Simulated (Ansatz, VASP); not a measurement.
# Sn3H in VASP and in Ansatz

```xyz
4
Lattice="-2.1070 2.1070 4.7066 2.1070 -2.1070 4.7066 2.1070 2.1070 -4.7066" Properties=species:S:1:pos:R:3 pbc="T T T"
Sn    0.0000    0.0000    4.7066
Sn    2.1070    0.0000    2.3533
Sn    0.0000    2.1070    2.3533
H     0.0000    0.0000    0.0000
```

Alike in both runs: task single point; functional PBE; k mesh 6 × 6 × 6; occupations gaussian, width 0.1 eV; no spin polarisation.

|  | VASP | Ansatz |
| --- | --- | --- |
| version | VASP 6.6.1 | Ansatz 0.2.0 |
| potentials or method | VASP PAW PBE potentials, release 64 (Sn_d, H), cutoff 520 eV | scalar-relativistic, plane waves, PAW |
| valence electrons in the cell | 43 | 43 |

```csv
,VASP,Ansatz,Ansatz less VASP
gap on the k mesh at the Fermi level (eV),none,none,-
pressure (GPa),5.8,5.9,+0.06
"traceless stress, the component that is largest in VASP (GPa)",-1.28,-1.28,+0.002
```

A gap of «none» marks a metal or a gap that the smearing closes.
